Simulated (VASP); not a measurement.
Crystal: Ti.

```
Ti
1.0
     2.95000    0.00000    0.00000
    -1.47500    2.55477    0.00000
     0.00000    0.00000    4.68000
Ti
2
Direct
  0.33333 0.66667 0.25000
  0.66667 0.33333 0.75000
```

| Item | Value |
| --- | --- |
| Program | VASP 6.6.1 |
| Task | relaxation of volume and atoms at fixed shape |
| Functional | PBEsol |
| Potentials or basis | VASP PAW PBE potentials, release 64 (Ti_sv) |
| Cutoff | 600 eV |
| k mesh | 9 × 9 × 5 |
| Occupations | methfessel-paxton, width 0.05 eV |
| Spin | no spin polarisation |

At the start: pressure -6.1 GPa; volume 17.64 Å³/atom.

**Question.** How do energy, volume and symmetry change on relaxing?

**Answer.** Over 3 steps the energy falls by 19.1 meV/atom and the volume is 16.67 Å³/atom (-5.5 %); space group P6_3/mmc (No. 194, to 0.1 Å) before and after.

Step by step:
```tsv
step	energy change (eV)	largest force (eV/Å)	pressure (GPa)	volume (Å³)
1	0.0000	0.0000	-6.06	35.27
2	-0.0166	0.0000	5.28	31.98
3	-0.0382	0.0000	-0.03	33.34
```

Final structure:
```cif
data_structure
_symmetry_space_group_name_H-M 'P 1'
_symmetry_Int_Tables_number 1
_cell_length_a 2.8951
_cell_length_b 2.8951
_cell_length_c 4.5930
_cell_angle_alpha 90.000
_cell_angle_beta 90.000
_cell_angle_gamma 120.000
_cell_volume 33.34
loop_
_atom_site_label
_atom_site_type_symbol
_atom_site_fract_x
_atom_site_fract_y
_atom_site_fract_z
_atom_site_occupancy
Ti1 Ti 0.33333 0.66667 0.25000 1
Ti2 Ti 0.66667 0.33333 0.75000 1
```

Caveat: the PAW data sets were made with another functional, which shifts forces and pressure a little.
